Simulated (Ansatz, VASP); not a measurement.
**GaTe3O2 in VASP and in Ansatz**

```
Ga Te O
1.0
     4.29734    0.00000    0.00000
     0.00000    4.29734    0.00000
     0.00000    0.00000    7.98133
Ga Te O
1 3 2
Direct
  0.00000 0.00000 0.00000
  0.00000 0.50000 0.50680
  0.50000 0.00000 0.49320
  0.50000 0.50000 0.00000
  0.00000 0.50000 0.74429
  0.50000 0.00000 0.25571
```

Change from the starting cell: species swapped into the Ti2CuSb3 type (P-4m2, No. 115).

Alike in both runs: functional PBE; k mesh 4 × 4 × 2; occupations gaussian, width 0.1 eV; no spin polarisation.

Ansatz relaxed the structure, and its values are those at the end. VASP's run is a single point on that final structure, the one shown.

|  | VASP | Ansatz |
| --- | --- | --- |
| version | VASP 6.6.1 | Ansatz 0.2.0 |
| potentials or method | VASP PAW PBE potentials, release 64 (Ga_d, Te, O), cutoff 520 eV | scalar-relativistic, plane waves, PAW |
| valence electrons in the cell | 43 | 73 |

```tsv
	VASP	Ansatz	Ansatz less VASP
gap on the k mesh at the Fermi level (eV)	none	none	-
pressure (GPa)	0.1	0.1	-0.06
rms of the force components (eV/Å)	0.046	0.001	-0.0454
```

A gap of «none» marks a metal or a gap that the smearing closes. With one functional, cell and mesh, what is left measures potentials, basis and numerics. VASP's potentials hold 43 valence electrons a cell and Ansatz's 73, so a difference there can come from the potentials and not from the codes.

The k mesh is coarse, so the values compare programs but aren't converged. Neither program's run includes spin-orbit coupling.
